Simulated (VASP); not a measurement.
# CuO in VASP: a series of runs

Runs on CuO. Level: PBE. Tasks: single point.

All numbers are computed with VASP 6.6.1; they aren't measurements. Logs are shortened: lines on timing, memory, paths and dates and some standing lists are left out, and cuts for length are marked.

## Step 1: The cell of the first run

The structure is tetragonal, space group P4_2/mmc (No. 131). The conventional cell has a = 2.858 Å, b = 2.858 Å, c = 5.139 Å, α = 90.00°, β = 90.00°, γ = 90.00°. Cu (site symmetry mmm) has 4 O at 1.92 Å within 2.5 Å. O (site symmetry -4m2) has 4 Cu at 1.92 Å within 2.5 Å.

## Step 2: Single point, PBE

INCAR reads:

```
  ALGO = Normal
  EDIFF = 1E-6
  ENCUT = 700
  GGA = PE
  GGA_COMPAT = F
  ISIF = 2
  ISMEAR = -1
  LASPH = T
  LCHARG = F
  LREAL = F
  LWAVE = F
  NBANDS = 33
  NELM = 120
  PREC = Accurate
  SIGMA = 0.05
```

KPOINTS reads:

```
k-points
0
Gamma
  8 8 6
```

POSCAR reads:

```
CuO
1.0
    2.8576394020      0.0000000000      0.0000000000
    0.0000000000      2.8576394020      0.0000000000
    0.0000000000      0.0000000000      5.1390139443
Cu O
2 2
Direct
    0.0000000000      0.5000000000      0.0000000000
    0.5000000000      0.0000000000      0.5000000000
    0.0000000000      0.0000000000      0.2500000000
    0.0000000000      0.0000000000      0.7500000000
```

Potentials or basis: VASP PAW PBE potentials, release 64 (Cu_sv_GW, O).

On the command line:

```sh
cat potpaw_PBE.64/Cu_sv_GW/POTCAR potpaw_PBE.64/O/POTCAR > POTCAR
mpirun -np 1 vasp_std > vasp.out
```

OUTCAR:

```text
EDIFF = 1E-6
   ENCUT = 700
   GGA = PE
   ISIF = 2
   ISMEAR = -1
   LASPH = T
   LREAL = F
   NELM = 120
   PREC = Accurate

 ion  position               nearest neighbor table
   1  0.000  0.500  0.000-   3 1.92   4 1.92   3 1.92   4 1.92
   2  0.500  0.000  0.500-   3 1.92   4 1.92   3 1.92   4 1.92
   3  0.000  0.000  0.250-   1 1.92   2 1.92   1 1.92   2 1.92
   4  0.000  0.000  0.750-   1 1.92   2 1.92   1 1.92   2 1.92

  LATTYP: Found a simple tetragonal cell.
 ALAT       =     2.8576394020
 C/A-ratio  =     1.7983423453

  Lattice vectors:

 A1 = (   2.8576394020,   0.0000000000,   0.0000000000)
 A2 = (   0.0000000000,   2.8576394020,   0.0000000000)
 A3 = (   0.0000000000,   0.0000000000,   5.1390139443)

Analysis of symmetry for initial positions (statically):
=====================================================================
 Subroutine PRICEL returns:
 Original cell was already a primitive cell.

 Routine SETGRP: Setting up the symmetry group for a
 simple tetragonal supercell.

 Subroutine GETGRP returns: Found 16 space group operations
 (whereof  8 operations were pure point group operations)
 out of a pool of 16 trial point group operations.

The static configuration has the point symmetry D_2h.
 The point group associated with its full space group is D_4h.

Analysis of symmetry for dynamics (positions and initial velocities):
=====================================================================
 Subroutine PRICEL returns:
 Original cell was already a primitive cell.

 Routine SETGRP: Setting up the symmetry group for a
 simple tetragonal supercell.

 Subroutine GETGRP returns: Found 16 space group operations
 (whereof  8 operations were pure point group operations)
 out of a pool of 16 trial point group operations.

The dynamic configuration has the point symmetry D_2h.
 The point group associated with its full space group is D_4h.

 Subroutine INISYM returns: Found 16 space group operations
 (whereof  8 operations are pure point group operations),
 and found     1 'primitive' translations

----------------------------------------------------------------------------------------
[... 90 lines left out ...]
   ICHARG =      2    charge: 1-file 2-atom 10-const
   ISPIN  =      1    spin polarized calculation?
   LNONCOLLINEAR =      F non collinear calculations
   LSORBIT =      F    spin-orbit coupling
   LASPH  =      T    aspherical Exc in radial PAW
   ENCUT  =  700.0 eV  51.45 Ry    7.17 a.u.   6.16  6.16 11.09*2*pi/ulx,y,z
   NELM   =    120;   NELMIN=  2; NELMDL= -5     # of ELM steps
   EDIFF  = 0.1E-05   stopping-criterion for ELM
   LREAL  =      F    real-space projection
   EDIFFG = 0.1E-04   stopping-criterion for IOM
   NSW    =      0    number of steps for IOM
   IBRION =     -1    ionic relax: 0-MD 1-quasi-New 2-CG
   NFREE  =      0    steps in history (QN), initial steepest desc. (CG)
   ISIF   =      2    stress and relaxation
   ISYM   =      2    0-nonsym 1-usesym 2-fastsym
   POTIM  = 0.5000    time-step for ionic-motion
   TEBEG  =    0.0;   TEEND  =   0.0 temperature during run
   PSTRESS=    0.0 pullay stress
   NELECT =      50.0000    total number of electrons
   NUPDOWN=      -1.0000    fix difference up-down
   EMIN   =  10.00;   EMAX   =-10.00  energy-range for DOS
   EFERMI =   0.00;   METHOD = LEGACY
   ISMEAR =    -1;   SIGMA  =   0.05  broadening in eV -4-tet -1-fermi 0-gaus
   EFERMI_NEDOS =   21; number of points for ismear=-14 and -15
   IALGO  =     38    algorithm
   IMIX   =      4    mixing-type and parameters
     AMIX     =   0.40;   BMIX     =  1.00
     AMIX_MAG =   1.60;   BMIX_MAG =  1.00
  volume/ion in A,a.u.               =      10.49        70.80
  Fermi-wavevector in a.u.,A,eV,Ry     =   1.735535  3.279685 40.981842  3.012080
  Thomas-Fermi vector in A             =   2.809122
   LORBIT       =      0    0 simple, 1 ext, 2 COOP (PROOUT), +10 PAW based schemes
   GGA     = PE    functional components
   LHFCALC =     F    Hartree Fock is set to
   AEXX    =    0.0000 exact exchange contribution
   IVDW    =     0    specifies the selected vdW correction
   LEPSILON=     F    determine dielectric tensor
   LRPA    =     F    only Hartree local field effects (RPA)
 non-spin polarized calculation
  energy-cutoff  :      700.00
  volume of cell :       41.97
 maximum number of plane-waves:      1800
 NGX is ok and might be reduce to    28
   NGX = 13   NGY = 13   NGZ = 23

 number of electron      50.0000016 magnetization

 Free energy of the ion-electron system (eV)
  ---------------------------------------------------
  ext. energy  EPLUGINS =         0.00000000
  ---------------------------------------------------
  free energy    TOTEN  =       -19.81806775 eV

  energy without entropy =      -19.80182832  energy(sigma->0) =      -19.80994803

 E-fermi :   5.6217     XC(G=0): -11.9902

 val. band max:        5.6129462767   @ k =   0.1250   0.1250   0.3333
 cond. band min:       5.6413945755   @ k =   0.2500   0.1250   0.5000
 fundamental gap:      0.0284482989
 Fermi energy:         5.6216917547

 k-point     1 :       0.0000    0.0000    0.0000
  band No.  band energies     occupation
      1    -107.2918      2.00000
      2    -107.2916      2.00000
      3     -64.7925      2.00000
      4     -64.7925      2.00000
      5     -64.7574      2.00000
      6     -64.7485      2.00000
[... 853 lines left out ...]
     32      19.6361      0.00000
     33      19.8402      0.00000

 [... further k-points ...]

------------------------ aborting loop because EDIFF is reached ----------------------------------------

  FORCE on cell =-STRESS in cart. coord.  units (eV):
  Direction    XX          YY          ZZ          XY          YZ          ZX
  --------------------------------------------------------------------------------------
  -------------------------------------------------------------------------------------
  Total        1.8305566      1.8305566      1.8538933      0.0000000      0.0000000      0.0000000
  in kB       69.8874349     69.8874349     70.7783903      0.0000000      0.0000000      0.0000000
  external PRESSURE =      70.1844201 kB  Pullay stress =       0.0000000 kB

 VOLUME and BASIS-vectors are now :
 -----------------------------------------------------------------------------
  energy-cutoff  :      700.00
  volume of cell :       41.97
      direct lattice vectors                 reciprocal lattice vectors
     2.857639402  0.000000000  0.000000000     0.349939184  0.000000000  0.000000000
     0.000000000  2.857639402  0.000000000     0.000000000  0.349939184  0.000000000
     0.000000000  0.000000000  5.139013944     0.000000000  0.000000000  0.194589859

 POSITION                                       TOTAL-FORCE (eV/Angst)
 -----------------------------------------------------------------------------------
      0.00000      1.42882      0.00000         0.000000      0.000000     -0.000000
      1.42882      0.00000      2.56951         0.000000      0.000000     -0.000000
      0.00000      0.00000      1.28475        -0.000000      0.000000     -0.000000
      0.00000      0.00000      3.85426         0.000000     -0.000000      0.000000
 -----------------------------------------------------------------------------------
    total drift:                                0.000000      0.000000      0.000000

  FREE ENERGIE OF THE ION-ELECTRON SYSTEM (eV)
  ---------------------------------------------------
  free  energy   TOTEN  =       -19.8180677483 eV

  energy  without entropy=      -19.8018283162  energy(sigma->0) =      -19.80994803
```

OSZICAR:

```text
N       E                     dE             d eps       ncg     rms          rms(c)
DAV:   1     0.989199462786E+03    0.98920E+03   -0.37603E+04  6338   0.519E+03
DAV:   2     0.772085994733E+02   -0.91199E+03   -0.87516E+03  6645   0.134E+03
DAV:   3    -0.211303148379E+02   -0.98339E+02   -0.96105E+02  7488   0.480E+02
DAV:   4    -0.257900316645E+02   -0.46597E+01   -0.46388E+01  6376   0.120E+02
DAV:   5    -0.260297328072E+02   -0.23970E+00   -0.23956E+00  6952   0.247E+01    0.178E+01
DAV:   6    -0.242310789239E+02    0.17987E+01   -0.46807E+01  6896   0.343E+02    0.163E+01
DAV:   7    -0.197631168991E+02    0.44680E+01   -0.16066E+01  6376   0.289E+02    0.393E+00
DAV:   8    -0.198359126128E+02   -0.72796E-01   -0.13919E+00  6536   0.131E+01    0.207E+00
DAV:   9    -0.198212182351E+02    0.14694E-01   -0.55497E-02  7360   0.119E+01    0.549E-01
DAV:  10    -0.198178529094E+02    0.33653E-02   -0.84945E-03  7327   0.517E+00    0.135E-01
DAV:  11    -0.198181309516E+02   -0.27804E-03   -0.14105E-03  6480   0.363E-01    0.747E-02
DAV:  12    -0.198180682014E+02    0.62750E-04   -0.29341E-04  6887   0.424E-01    0.158E-02
DAV:  13    -0.198180668019E+02    0.13995E-05   -0.30660E-05  6736   0.192E-01    0.786E-03
DAV:  14    -0.198180677483E+02   -0.94638E-06   -0.11697E-06  3528   0.820E-02
   1 F= -.19818068E+02 E0= -.19809948E+02  d E =-.162394E-01
```

Wall time 89 s (1 thread of Intel Xeon 6975P-C (Granite Rapids), shared host); peak memory 0.27 GiB.

What came out:

```
Free energy            : -19.8181 eV
Pressure               : 7.0 GPa
Band gap on the k mesh : zero (band 25 reaches 6.29 eV, above the bottom of band 26 at 5.14 eV)
```

Levels at points of the mesh, in eV from the Fermi level:
| k point | band 23 | band 24 | band 25 | band 26 | band 27 | band 28 |
| --- | --- | --- | --- | --- | --- | --- |
| (0.00, 0.00, 0.00) | -2.44 | -2.14 | 0.67 | 0.67 | 1.51 | 6.16 |
| (0.50, 0.00, 0.00) | -1.67 | -1.61 | 0.22 | 0.44 | 3.39 | 6.06 |
| (0.50, 0.50, 0.00) | -1.63 | -1.24 | -1.24 | 1.20 | 1.97 | 7.05 |
| (0.00, 0.00, 0.50) | -1.64 | -1.64 | 0.07 | 0.07 | 3.60 | 3.60 |
| (0.50, 0.00, 0.50) | -2.14 | -1.91 | -0.12 | 0.68 | 4.15 | 5.99 |
| (0.50, 0.50, 0.50) | -1.47 | -1.47 | -0.47 | -0.47 | 3.87 | 3.87 |

Caveat: semilocal functionals often make such compounds metallic where correlation or magnetic order opens a gap, which also shifts bond lengths. With open d or f shells a metallic result of PBE can be an artefact of self-interaction; +U or a hybrid may open a gap.

## Step 3: Single point, PBE

This run uses another cell than the first one, of 9.52 Å³/atom, 0.908 times its volume.

INCAR reads:

```
SYSTEM = CuO
PREC = Accurate
ENCUT = 700
EDIFF = 1E-6
ISMEAR = -1
SIGMA = 0.05
LREAL = .FALSE.
LASPH = .TRUE.
NELM = 120
ALGO = Normal
ISIF = 2
LWAVE = .FALSE.
LCHARG = .FALSE.
GGA = PE
NBANDS = 33
GGA_COMPAT = .FALSE.
```

KPOINTS reads:

```
Automatic mesh
0
G
  8 8 6
  0 0 0
```

POSCAR reads:

```
CuO
1.0
    2.7190595429      0.0000000000      0.0000000000
    0.0000000000      2.7190595429      0.0000000000
    0.0000000000      0.0000000000      5.1512070128
Cu O
2 2
Direct
    0.0000000000      0.5000000000      0.0000000000
    0.5000000000      0.0000000000      0.5000000000
    0.0000000000      0.0000000000      0.2500000000
    0.0000000000      0.0000000000      0.7500000000
```

Potentials or basis: VASP PAW PBE potentials, release 64 (Cu_sv_GW, O).

On the command line:

```sh
cat potpaw_PBE.64/Cu_sv_GW/POTCAR potpaw_PBE.64/O/POTCAR > POTCAR
mpirun -np 1 vasp_std > vasp.out
```

Wall time 49 s (1 thread of Intel Xeon 6975P-C (Granite Rapids), shared host); peak memory 0.25 GiB.

Results (log left out):

| Property | Result |
| --- | --- |
| Free energy | -19.3440 eV |
| Pressure | 26.8 GPa |
| Band gap on the k mesh | zero (band 25 reaches 7.58 eV, above the bottom of band 26 at 6.39 eV) |

Stress tensor (GPa, compression positive):
```
26.78  0.00  0.00
 0.00 26.78  0.00
 0.00  0.00 26.97
```

Levels at points of the mesh, in eV from the Fermi level:
```csv
k point,band 23,band 24,band 25,band 26,band 27,band 28
"(0.00, 0.00, 0.00)",-2.69,-2.58,0.67,0.67,1.81,6.47
"(0.50, 0.00, 0.00)",-1.81,-1.74,0.26,0.40,2.90,6.57
"(0.50, 0.50, 0.00)",-1.69,-1.27,-1.27,1.39,1.88,6.95
"(0.00, 0.00, 0.50)",-1.73,-1.73,0.01,0.01,3.94,3.94
"(0.50, 0.00, 0.50)",-2.25,-2.06,0.01,0.70,3.90,6.32
"(0.50, 0.50, 0.50)",-1.53,-1.53,-0.38,-0.38,3.81,3.81
```

Caveat: semilocal functionals often make such compounds metallic where correlation or magnetic order opens a gap, which also shifts bond lengths. With open d or f shells a metallic result of PBE can be an artefact of self-interaction; +U or a hybrid may open a gap.

## Step 4: Single point, PBE

This run uses another cell than the first one, of 9.96 Å³/atom, 0.949 times its volume.

INCAR reads:

```
SYSTEM = CuO
ALGO = Normal ; EDIFF = 1E-6
ENCUT = 700 ; GGA = PE
GGA_COMPAT = .FALSE. ; ISIF = 2
ISMEAR = -1 ; LASPH = .TRUE.
LCHARG = .FALSE. ; LREAL = .FALSE.
LWAVE = .FALSE. ; NBANDS = 33
NELM = 120 ; PREC = Accurate
SIGMA = 0.05
```

KPOINTS reads:

```
k-points
0
G
  8 8 6
  0 0 0
```

POSCAR reads:

```
CuO
1.0
    2.7837742010      0.0000000000      0.0000000000
    0.0000000000      2.7837742010      0.0000000000
    0.0000000000      0.0000000000      5.1394099216
Cu O
2 2
Direct
    0.0000000000      0.5000000000      0.0000000000
    0.5000000000      0.0000000000      0.5000000000
    0.0000000000      0.0000000000      0.2500000000
    0.0000000000      0.0000000000      0.7500000000
```

On the command line:

```sh
cat potpaw_PBE.64/Cu_sv_GW/POTCAR potpaw_PBE.64/O/POTCAR > POTCAR
mpirun -np 1 vasp_std > vasp.out
```

Wall time 2.6 min (1 thread of Intel Xeon Platinum 8375C at 2.90GHz (Ice Lake), shared host); peak memory 0.26 GiB.

The run converged. Its results:

```yaml
Free_energy: -19.6167 eV
Pressure: 16.9 GPa
Band_gap_on_the_k_mesh: zero (band 25 reaches 6.98 eV, above the bottom of band 26 at 5.80 eV)
```

Stress tensor (GPa, compression positive):
```
16.85  0.00  0.00
 0.00 16.85  0.00
 0.00  0.00 17.00
```

Levels at points of the mesh, in eV from the Fermi level:
```tsv
k point	band 23	band 24	band 25	band 26	band 27	band 28
(0.00, 0.00, 0.00)	-2.58	-2.36	0.68	0.68	1.66	6.30
(0.50, 0.00, 0.00)	-1.75	-1.68	0.24	0.42	3.14	6.32
(0.50, 0.50, 0.00)	-1.66	-1.26	-1.26	1.30	1.91	7.00
(0.00, 0.00, 0.50)	-1.70	-1.70	0.04	0.04	3.77	3.77
(0.50, 0.00, 0.50)	-2.21	-1.99	-0.05	0.69	4.03	6.17
(0.50, 0.50, 0.50)	-1.51	-1.51	-0.42	-0.42	3.83	3.83
```

Caveat: semilocal functionals often make such compounds metallic where correlation or magnetic order opens a gap, which also shifts bond lengths. With open d or f shells a metallic result of PBE can be an artefact of self-interaction; +U or a hybrid may open a gap.

## Step 5: Single point, PBE

This run uses another cell than the first one, of 12.47 Å³/atom, 1.189 times its volume.

INCAR reads:

```
PREC = Accurate
ENCUT = 600
EDIFF = 1E-6
ISMEAR = -1
SIGMA = 0.05
LREAL = False
LASPH = True
NELM = 120
ALGO = Normal
ISIF = 2
LWAVE = False
LCHARG = False
GGA = PE
NBANDS = 25
GGA_COMPAT = False
```

KPOINTS reads:

```
Automatic mesh
0
Gamma
  7 7 5
```

POSCAR reads:

```
CuO
1.0
    3.4220509700      0.0000000000      0.0000000000
    0.0000000000      3.4220509700      0.0000000000
    0.0000000000      0.0000000000      4.2604614800
Cu O
2 2
Direct
    0.0000000000      0.5000000000      0.0000000000
    0.5000000000      0.0000000000      0.5000000000
    0.0000000000      0.0000000000      0.2500000000
    0.0000000000      0.0000000000      0.7500000000
```

Potentials or basis: VASP PAW PBE potentials, release 64 (Cu, O).

On the command line:

```sh
cat potpaw_PBE.64/Cu/POTCAR potpaw_PBE.64/O/POTCAR > POTCAR
mpirun -np 1 vasp_std > vasp.out
```

Run time: 27 s. Hardware: 1 thread of Intel Xeon Platinum 8559C (Emerald Rapids), shared host; peak memory 0.19 GiB.

Results (log left out):

| Property | Result |
| --- | --- |
| Free energy | -18.2880 eV |
| Pressure | -2.2 GPa |
| Band gap on the k mesh | zero (band 17 reaches 4.65 eV, above the bottom of band 18 at 3.40 eV) |

Stress tensor (GPa, compression positive):
```
-14.05   0.00   0.00
  0.00 -14.05   0.00
  0.00   0.00  21.41
```

Levels at points of the mesh, in eV from the Fermi level:
| k point | band 14 | band 15 | band 16 | band 17 | band 18 | band 19 | band 20 | band 21 |
| --- | --- | --- | --- | --- | --- | --- | --- | --- |
| (0.00, 0.00, 0.00) | -2.22 | -1.26 | 0.41 | 0.49 | 0.65 | 0.65 | 6.12 | 7.19 |

Caveat: semilocal functionals often make such compounds metallic where correlation or magnetic order opens a gap, which also shifts bond lengths. With open d or f shells a metallic result of PBE can be an artefact of self-interaction; +U or a hybrid may open a gap.

## Step 6: Single point, PBE

This run uses another cell than the first one, of 12.47 Å³/atom, 1.189 times its volume.

INCAR reads:

```
SYSTEM = CuO
PREC = Accurate
ENCUT = 600
EDIFF = 1E-6
ISMEAR = -1
SIGMA = 0.05
LREAL = .False.
LASPH = .True.
NELM = 120
ALGO = Normal
ISIF = 2
LWAVE = .False.
LCHARG = .False.
GGA = PE
NBANDS = 25
GGA_COMPAT = .False.
```

KPOINTS reads:

```
regular mesh
0
Gamma
  7 7 5
  0 0 0
```

POSCAR: that of step 5 with these lines changed.

```diff
@@ -2,4 +2,4 @@
 1.0
-    3.4220509700      0.0000000000      0.0000000000
-    0.0000000000      3.4220509700      0.0000000000
+    3.4220509700     -0.0342205097      0.0000000000
+   -0.0342205097      3.4220509700      0.0000000000
     0.0000000000      0.0000000000      4.2604614800
```

Potentials or basis: VASP PAW PBE potentials, release 64 (Cu, O).

On the command line:

```sh
cat potpaw_PBE.64/Cu/POTCAR potpaw_PBE.64/O/POTCAR > POTCAR
mpirun -np 1 vasp_std > vasp.out
```

Wall time 37 s (1 thread of Intel Xeon Platinum 8559C (Emerald Rapids), shared host); peak memory 0.2 GiB.

It converged, with:

```
Free energy            : -18.2872 eV
Pressure               : -2.2 GPa
Band gap on the k mesh : zero (band 17 reaches 4.65 eV, above the bottom of band 18 at 3.40 eV)
```

Stress tensor (GPa, compression positive):
```
-14.02   0.40   0.00
  0.40 -14.02   0.00
  0.00   0.00  21.44
```

Levels at points of the mesh, in eV from the Fermi level:
```
           k point  band 14  band 15  band 16  band 17  band 18  band 19  band 20  band 21
(0.00, 0.00, 0.00)    -2.22    -1.26     0.41     0.49     0.63     0.67     6.12     7.19
```

Caveat: semilocal functionals often make such compounds metallic where correlation or magnetic order opens a gap, which also shifts bond lengths. With open d or f shells a metallic result of PBE can be an artefact of self-interaction; +U or a hybrid may open a gap.

## Step 7: Overview

```tsv
potentials or basis	cell	k mesh	cutoff (eV)	second run	gap on the mesh (eV)	pressure (GPa)
VASP PAW PBE potentials, release 64 (Cu_sv_GW, O)	a = 2.858, b = 2.858, c = 5.139 Å, 4 atoms	8 × 8 × 6	700	valence_matched	none	7.0
VASP PAW PBE potentials, release 64 (Cu_sv_GW, O)	a = 2.719, b = 2.719, c = 5.151 Å, 4 atoms	8 × 8 × 6	700	valence_matched	none	26.8
VASP PAW PBE potentials, release 64 (Cu_sv_GW, O)	a = 2.784, b = 2.784, c = 5.139 Å, 4 atoms	8 × 8 × 6	700	valence_matched	none	16.9
VASP PAW PBE potentials, release 64 (Cu, O)	a = 3.422, b = 3.422, c = 4.260 Å, 4 atoms	7 × 7 × 5	600	-	none	-2.2
VASP PAW PBE potentials, release 64 (Cu, O)	a = 3.422, b = 3.422, c = 4.260 Å, angles 90.0, 90.0, 91.1°, 4 atoms	7 × 7 × 5	600	-	none	-2.2
```

Alike in all rows: task single point; level PBE; no spin polarisation; smearing fermi-dirac 0.05 eV.

Caveats: semilocal functionals often make such compounds metallic where correlation or magnetic order opens a gap, which also shifts bond lengths.

Total energies depend on the potentials used, so only differences within one code and one set of settings carry meaning.
